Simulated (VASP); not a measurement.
Runs of VASP 6.6.1 on LiCl. The structure is cubic, space group Fm-3m (No. 225). The conventional cell has a = 5.112 Å, b = 5.112 Å, c = 5.112 Å, α = 90.00°, β = 90.00°, γ = 90.00°. Li (site symmetry m-3m) has 6 Cl at 2.56 Å within 3.4 Å. Within 3.4 Å of Cl (site symmetry m-3m) lie 6 Li at 2.56 Å. 

| level | k mesh | smearing | grid for exact exchange (PRECFOCK) | share of exact exchange | screening parameter | gap on the mesh (eV) |
| --- | --- | --- | --- | --- | --- | --- |
| PBE-based screened hybrid with 15 % exact exchange | 4 × 4 × 4 | gaussian 0.01 eV | Normal | 0.15 | 0.3 1/Å | 7.09 |
| PBE-based screened hybrid with 30 % exact exchange | 4 × 4 × 4 | gaussian 0.01 eV | Normal | 0.3 | 0.5 1/Å | (b) |
| PBE | 6 × 6 × 6 | gaussian 0.05 eV | - | - | - | 6.40 |
| PBE-based global hybrid with 40 % exact exchange | 4 × 4 × 4 | gaussian 0.01 eV | Normal | 0.4 | - | (a) |
| HSE06 | 4 × 4 × 4 | gaussian 0.01 eV | Normal | 0.25 | 0.2079 1/Å | 7.80 |
| PBE-based screened hybrid with 35 % exact exchange | 4 × 4 × 4 | gaussian 0.01 eV | Normal | 0.35 | 0.3 1/Å | 8.02 |
| PBE | 6 × 6 × 6 | gaussian 0.01 eV | - | - | - | 6.40 |

Alike in all rows: task single point; potentials or basis VASP PAW PBE potentials, release 64 (Li_sv, Cl); no spin polarisation; cell as given; cutoff (eV) 520.

**Question.** Fill in the values left out.

**Answer.** (a) 9.85; (b) 7.31.

Caveats: some runs use coarse meshes.

A k mesh can miss the band edges.
